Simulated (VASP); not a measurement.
Here is a VASP 6.6.1 calculation.

Contents of INCAR:

```
SYSTEM = TiPt3
PREC = Accurate ; ENCUT = 520
EDIFF = 1E-8 ; ISMEAR = -1
SIGMA = 0.05 ; LREAL = .False.
LASPH = .True. ; NELM = 80
ALGO = Normal ; ISIF = 2
LWAVE = .False. ; LCHARG = .False.
GGA = PS ; LEFG = .True.
NBANDS = 29
```

File KPOINTS:

```
Automatic mesh
0
Gamma
  9 9 9
  0 0 0
```

POSCAR

```
TiPt3
1.0
    3.8970000000     -0.0194850000     -0.0194850000
   -0.0194850000      3.8970000000     -0.0194850000
   -0.0194850000     -0.0194850000      3.8970000000
Ti Pt
1 3
Direct
    0.0000000000      0.0000000000      0.0000000000
    0.0000000000      0.5000000000      0.5000000000
    0.5000000000      0.0000000000      0.5000000000
    0.5000000000      0.5000000000      0.0000000000
```

Potentials or basis: VASP PAW PBE potentials, release 64 (Ti_sv, Pt).

The run is started by

```bash
$ cat potpaw_PBE.64/Ti_sv/POTCAR potpaw_PBE.64/Pt/POTCAR > POTCAR
$ mpirun -np 1 vasp_std > vasp.out
```

(1) Estimate the pressure.

(2) Predict the band gap on the k mesh.

## Answers

(1) 0.3 GPa.

(2) zero (bands 21 and 22 overlap by 1.52 eV).

Caveat: the cell differs from its parent crystal (equal xy, yz and zx shear strains of -1 %); without QUAD_EFG the Cq values of the log hold for a quadrupole moment of 1 mb, not for the nuclei; the PAW data sets were made with another functional, which shifts forces and pressure a little; spin-orbit coupling is left out, which moves the levels of the heavy elements.
